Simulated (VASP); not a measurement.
# CuAu (Cm) in VASP: relaxation of the atoms with PBE

Aim: the relaxation of the atoms of CuAu with PBE.

All numbers are computed with VASP 6.6.1; they aren't measurements. Logs are shortened: lines on timing, memory, paths and dates and some standing lists are left out, and cuts for length are marked.

### 1 The cell of the first run

The structure is monoclinic, space group Cm (No. 8). Conventional cell: a = 3.975 Å, b = 3.975 Å, c = 3.685 Å, α = 90.00°, β = 90.00°, γ = 90.00°. Within 3.4 Å of Cu (site symmetry m) lie 8 Au at 2.54 to 2.88 Å and 4 Cu at 2.81 Å. Within 3.4 Å of Au (site symmetry m) lie 8 Cu at 2.54 to 2.88 Å and 4 Au at 2.81 Å.

### 2 Relaxation of the atoms, PBE

INCAR reads:

```
SYSTEM = CuAu
ALGO = Normal
EDIFF = 1E-7
EDIFFG = -0.01
ENCUT = 520
GGA = PE
IBRION = 2
ISIF = 2
ISMEAR = -1
LASPH = .True.
LCHARG = .False.
LREAL = .False.
LWAVE = .False.
NELM = 80
NSW = 80
PREC = Accurate
SIGMA = 0.05
```

KPOINTS reads:

```
k-points
0
Gamma
  6 6 5
  0 0 0
```

POSCAR reads:

```
CuAu
1.0
    2.8107490000      0.0000000000      0.0000000000
    0.0000000000      2.8107490000      0.0000000000
    0.0000000000      0.0000000000      3.6850000000
Cu Au
1 1
Selective dynamics
Direct
    0.5355780000      0.4644220000      0.5271370000  T T T
    0.0000000000      0.0000000000      0.0000000000  F F F
```

Potentials or basis: VASP PAW PBE potentials, release 64 (Cu, Au).

Launch:

```console
$ cat potpaw_PBE.64/Cu/POTCAR potpaw_PBE.64/Au/POTCAR > POTCAR
$ mpirun -np 1 vasp_std > vasp.out
```

OUTCAR:

```text
SYSTEM = CuAu
   EDIFF = 1E-7
   EDIFFG = -0.01
   ENCUT = 520
   GGA = PE
   IBRION = 2
   ISIF = 2
   ISMEAR = -1
   LASPH = .True.
   LREAL = .False.
   NELM = 80
   NSW = 80
   PREC = Accurate

 ion  position               nearest neighbor table
   1  0.536  0.464  0.527-   2 2.54   2 2.65   2 2.65   2 2.68   2 2.75   2 2.78   2 2.78   2 2.88

   2  0.000  0.000  0.000-   1 2.54   1 2.65   1 2.65   1 2.68   1 2.75   1 2.78   1 2.78   1 2.88

  LATTYP: Found a simple tetragonal cell.
 ALAT       =     2.8107490000
 C/A-ratio  =     1.3110384456

  Lattice vectors:

 A1 = (   2.8107490000,   0.0000000000,   0.0000000000)
 A2 = (   0.0000000000,   2.8107490000,   0.0000000000)
 A3 = (   0.0000000000,   0.0000000000,   3.6850000000)

Analysis of symmetry for initial positions (statically):
=====================================================================
 Subroutine PRICEL returns:
 Original cell was already a primitive cell.

 Routine SETGRP: Setting up the symmetry group for a
 simple tetragonal supercell.

 Subroutine GETGRP returns: Found  2 space group operations
 (whereof  2 operations were pure point group operations)
 out of a pool of 16 trial point group operations.

The static configuration has the point symmetry C_1h.

Analysis of symmetry for dynamics (positions and initial velocities):
=====================================================================
 Subroutine PRICEL returns:
 Original cell was already a primitive cell.

 Routine SETGRP: Setting up the symmetry group for a
 simple tetragonal supercell.

 Subroutine GETGRP returns: Found  2 space group operations
 (whereof  2 operations were pure point group operations)
 out of a pool of 16 trial point group operations.

The dynamic configuration has the point symmetry C_1h.

Analysis of constrained symmetry for selective dynamics:
=====================================================================
 Subroutine PRICEL returns:
 Original cell was already a primitive cell.

 Routine SETGRP: Setting up the symmetry group for a
 simple tetragonal supercell.

 Subroutine GETGRP returns: Found  2 space group operations
 (whereof  2 operations were pure point group operations)
 out of a pool of 16 trial point group operations.

The constrained configuration has the point symmetry C_1h.

 Subroutine INISYM returns: Found  2 space group operations
 (whereof  2 operations are pure point group operations),
 and found     1 'primitive' translations

----------------------------------------------------------------------------------------

                                     Primitive cell

  volume of cell :      29.1126

  direct lattice vectors                    reciprocal lattice vectors
     2.810749000  0.000000000  0.000000000     0.355777054  0.000000000  0.000000000
     0.000000000  2.810749000  0.000000000     0.000000000  0.355777054  0.000000000
     0.000000000  0.000000000  3.685000000     0.000000000  0.000000000  0.271370421

  length of vectors
     2.810749000  2.810749000  3.685000000     0.355777054  0.355777054  0.271370421

  position of ions in fractional coordinates (direct lattice)
     0.535578000  0.464422000  0.527137000
     0.000000000  0.000000000  0.000000000

  ion indices of the primitive-cell ions
   primitive index   ion index
                 1           1
                 2           2

----------------------------------------------------------------------------------------

 KPOINTS: k-points

Automatic generation of k-mesh.
 Grid dimensions read from file:
 generate k-points for:    6    6    5

 Generating k-lattice:

  Cartesian coordinates                     Fractional coordinates (reciprocal lattice)
     0.059296176  0.000000000  0.000000000     0.166666667  0.000000000  0.000000000
     0.000000000  0.059296176  0.000000000     0.000000000  0.166666667  0.000000000
     0.000000000  0.000000000  0.054274084     0.000000000  0.000000000  0.200000000

  Length of vectors
     0.059296176  0.059296176  0.054274084

  Shift w.r.t. Gamma in fractional coordinates (k-lattice)
     0.000000000  0.000000000  0.000000000

 Subroutine IBZKPT returns following result:
 ===========================================

 Found     55 irreducible k-points:

 Following reciprocal coordinates:
            Coordinates               Weight
  0.000000  0.000000  0.000000      1.000000
  0.166667  0.000000  0.000000      4.000000
  0.333333  0.000000  0.000000      4.000000
  0.500000  0.000000  0.000000      2.000000
  0.166667  0.166667  0.000000      2.000000
 -0.166667  0.166667  0.000000      2.000000
[... 16 lines left out ...]
  0.333333  0.166667  0.200000      4.000000
 -0.166667  0.333333  0.200000      4.000000
 [... further k-points ...]
   k-points           NKPTS =     55   k-points in BZ     NKDIM =     55   number of bands    NBANDS=     15
   number of dos      NEDOS =    301   number of ions     NIONS =      2
   total plane-waves  NPLWV =  16128
   dimension x,y,z NGX =    24 NGY =   24 NGZ =   28
   dimension x,y,z NGXF=    48 NGYF=   48 NGZF=   56
   ions per type =               1   1
   NGX,Y,Z   is equivalent  to a cutoff of  14.20, 14.20, 12.63 a.u.
   NGXF,Y,Z  is equivalent  to a cutoff of  28.39, 28.39, 25.26 a.u.
 SYSTEM =  CuAu
   PREC   = accura    normal or accurate (medium, high low for compatibility)
   ISTART =      0    job   : 0-new  1-cont  2-samecut
   ICHARG =      2    charge: 1-file 2-atom 10-const
   ISPIN  =      1    spin polarized calculation?
   LNONCOLLINEAR =      F non collinear calculations
   LSORBIT =      F    spin-orbit coupling
   LASPH  =      T    aspherical Exc in radial PAW
   ENCUT  =  520.0 eV  38.22 Ry    6.18 a.u.   5.23  5.23  6.85*2*pi/ulx,y,z
   NELM   =     80;   NELMIN=  2; NELMDL= -5     # of ELM steps
   EDIFF  = 0.1E-06   stopping-criterion for ELM
   LREAL  =      F    real-space projection
   EDIFFG = -.1E-01   stopping-criterion for IOM
   NSW    =     80    number of steps for IOM
   IBRION =      2    ionic relax: 0-MD 1-quasi-New 2-CG
   NFREE  =      1    steps in history (QN), initial steepest desc. (CG)
   ISIF   =      2    stress and relaxation
   ISYM   =      2    0-nonsym 1-usesym 2-fastsym
   POTIM  = 0.5000    time-step for ionic-motion
   TEBEG  =    0.0;   TEEND  =   0.0 temperature during run
   PSTRESS=    0.0 pullay stress
   NELECT =      22.0000    total number of electrons
   NUPDOWN=      -1.0000    fix difference up-down
   EMIN   =  10.00;   EMAX   =-10.00  energy-range for DOS
   EFERMI =   0.00;   METHOD = LEGACY
   ISMEAR =    -1;   SIGMA  =   0.05  broadening in eV -4-tet -1-fermi 0-gaus
   EFERMI_NEDOS =   21; number of points for ismear=-14 and -15
   IALGO  =     38    algorithm
   IMIX   =      4    mixing-type and parameters
     AMIX     =   0.40;   BMIX     =  1.00
     AMIX_MAG =   1.60;   BMIX_MAG =  1.00
  volume/ion in A,a.u.               =      14.56        98.23
  Fermi-wavevector in a.u.,A,eV,Ry     =   1.491152  2.817868 30.253012  2.223534
  Thomas-Fermi vector in A             =   2.603843
   LORBIT       =      0    0 simple, 1 ext, 2 COOP (PROOUT), +10 PAW based schemes
   GGA     = PE    functional components
   LHFCALC =     F    Hartree Fock is set to
   AEXX    =    0.0000 exact exchange contribution
   IVDW    =     0    specifies the selected vdW correction
   LEPSILON=     F    determine dielectric tensor
   LRPA    =     F    only Hartree local field effects (RPA)
 conjugate gradient relaxation of ions
 non-spin polarized calculation
  energy-cutoff  :      520.00
  volume of cell :       29.11
 maximum number of plane-waves:       800
 NGX is ok and might be reduce to    24
   NGX = 11   NGY = 11   NGZ = 13

--------------------------------------- Ionic step        1  -------------------------------------------

 number of electron      21.9999989 magnetization

 Free energy of the ion-electron system (eV)
  ---------------------------------------------------
  ext. energy  EPLUGINS =         0.00000000
  ---------------------------------------------------
  free energy    TOTEN  =        -6.93761677 eV

  energy without entropy =       -6.93290050  energy(sigma->0) =       -6.93525864

------------------------ aborting loop because EDIFF is reached ----------------------------------------

  FORCE on cell =-STRESS in cart. coord.  units (eV):
  Direction    XX          YY          ZZ          XY          YZ          ZX
  --------------------------------------------------------------------------------------
  -------------------------------------------------------------------------------------
  Total        1.1853279      1.1853279      1.2065963     -0.1168068     -0.2378360      0.2378360
  in kB       65.2330175     65.2330175     66.4034967     -6.4283119    -13.0890016     13.0890005
  external PRESSURE =      65.6231772 kB  Pullay stress =       0.0000000 kB
[... 129 lines left out ...]
  energy  without entropy=       -7.0053008053  energy(sigma->0) =       -7.00753339

--------------------------------------- Ionic step        5  -------------------------------------------

 number of electron      22.0000010 magnetization

 Free energy of the ion-electron system (eV)
  ---------------------------------------------------
  ext. energy  EPLUGINS =         0.00000000
  ---------------------------------------------------
  free energy    TOTEN  =        -7.01264336 eV

  energy without entropy =       -7.00818523  energy(sigma->0) =       -7.01041429

 E-fermi :   8.7134     XC(G=0): -12.6653

 val. band max:        8.6897651214   @ k =   0.5000   0.1667   0.0000
 cond. band min:       8.7875514339   @ k =   0.5000   0.3333   0.0000
 fundamental gap:      0.0977863124
 Fermi energy:         8.7133653266

 k-point     1 :       0.0000    0.0000    0.0000
  band No.  band energies     occupation
      1      -1.0401      2.00000
      2       2.1103      2.00000
      3       2.2832      2.00000
      4       4.6643      2.00000
      5       4.6643      2.00000
      6       5.7124      2.00000
      7       5.9015      2.00000
      8       6.5904      2.00000
      9       7.0274      2.00000
     10       7.2543      2.00000
     11       7.2543      2.00000
     12      10.8365      0.00000
     13      16.7625      0.00000
     14      18.7602      0.00000
     15      18.7602      0.00000
[... 397 lines left out ...]
 k-point    24 :      -0.1667    0.3333    0.2000
  band No.  band energies     occupation
      1       1.8946      2.00000
      2       3.1007      2.00000
      3       3.5822      2.00000
      4       3.7653      2.00000
      5       4.2505      2.00000
      6       4.8537      2.00000
      7       6.1245      2.00000
      8       6.2783      2.00000
      9       6.7451      2.00000
     10       6.9003      2.00000
     11       7.0215      2.00000
     12      12.2774      0.00000
     13      12.8274      0.00000
     14      18.7244      0.00000
     15      19.4837      0.00000

 [... further k-points ...]

------------------------ aborting loop because EDIFF is reached ----------------------------------------

  FORCE on cell =-STRESS in cart. coord.  units (eV):
  Direction    XX          YY          ZZ          XY          YZ          ZX
  --------------------------------------------------------------------------------------
  -------------------------------------------------------------------------------------
  Total        0.9097332      0.9097332      0.7814140     -0.0000104      0.0000054     -0.0000054
  in kB       50.0660153     50.0660153     43.0041290     -0.0005728      0.0002973     -0.0002960
  external PRESSURE =      47.7120532 kB  Pullay stress =       0.0000000 kB
[... 17 lines left out ...]
  FREE ENERGIE OF THE ION-ELECTRON SYSTEM (eV)
  ---------------------------------------------------
  free  energy   TOTEN  =        -7.0126433577 eV

  energy  without entropy=       -7.0081852254  energy(sigma->0) =       -7.01041429

 reached required accuracy - stopping structural energy minimisation
```

It took 2.3 min on 1 thread of Intel Xeon 8259CL, shared host; peak memory 0.16 GiB.

What came out:

```yaml
Free_energy: -7.0126 eV
Energy_gained_by_relaxing: 37.5 meV/atom
Ionic_steps: 5
Pressure_after_relaxing: 4.8 GPa
Band_gap_on_the_k_mesh: zero (bands 11 and 12 overlap by 6.59 eV)
```

Step by step:
| step | energy change (eV) | largest force on free atoms (eV/Å) | pressure (GPa) |
| --- | --- | --- | --- |
| 1 | 0.0000 | 0.9473 | 6.56 |
| 2 | -0.0361 | 0.6406 | 5.70 |
| 3 | -0.0688 | 0.2392 | 4.92 |
| 4 | -0.0721 | 0.1627 | 4.86 |
| 5 | -0.0750 | 0.0023 | 4.77 |

Final structure:
```xyz
2
Lattice="2.8107 0.0000 0.0000 0.0000 2.8107 0.0000 0.0000 0.0000 3.6850" Properties=species:S:1:pos:R:3 pbc="T T T"
Cu    1.4052    1.4055    1.8422
Au    0.0000    0.0000    0.0000
```

Caveat: the k points lie up to 0.37 Å⁻¹ apart, too coarse for converged energies and pressures of a metal; spin-orbit coupling is left out, which moves the levels of the heavy elements.
